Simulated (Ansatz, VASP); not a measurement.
HfSi2B4: VASP beside Ansatz

```
Hf Si B
1.0
     3.04096    0.00000    0.00000
    -1.52048    2.63355    0.00000
     0.00000    0.00000    9.71778
Hf Si B
1 2 4
Direct
  0.00000 0.00000 0.00000
  0.00000 0.00000 0.63271
  0.00000 0.00000 0.36729
  0.66667 0.33333 0.18619
  0.33333 0.66667 0.18619
  0.33333 0.66667 0.81381
  0.66667 0.33333 0.81381
```

Alike in both runs: functional PBE; k mesh 12 × 12 × 4; occupations gaussian, width 0.1 eV; no spin polarisation.

Ansatz relaxed the structure, and its values are those at the end. VASP's run is a single point on that final structure, the one shown.

```csv
,VASP,Ansatz
version,VASP 6.6.1,Ansatz 0.2.0
potentials or method,"VASP PAW PBE potentials, release 64 (Hf_pv, Si, B), cutoff 520 eV","scalar-relativistic, plane waves, PAW"
valence electrons in the cell,30,46
```

```csv
,VASP,Ansatz,Ansatz less VASP
gap on the k mesh at the Fermi level (eV),none,none,-
pressure (GPa),-0.2,0.0,+0.23
rms of the force components (eV/Å),0.007,0.004,-0.0032
```

A gap of «none» marks a metal or a gap that the smearing closes. With one functional, cell and mesh, what is left measures potentials, basis and numerics. VASP's potentials hold 30 valence electrons a cell and Ansatz's 46, so a difference there can come from the potentials and not from the codes.

Neither program's run includes spin-orbit coupling.
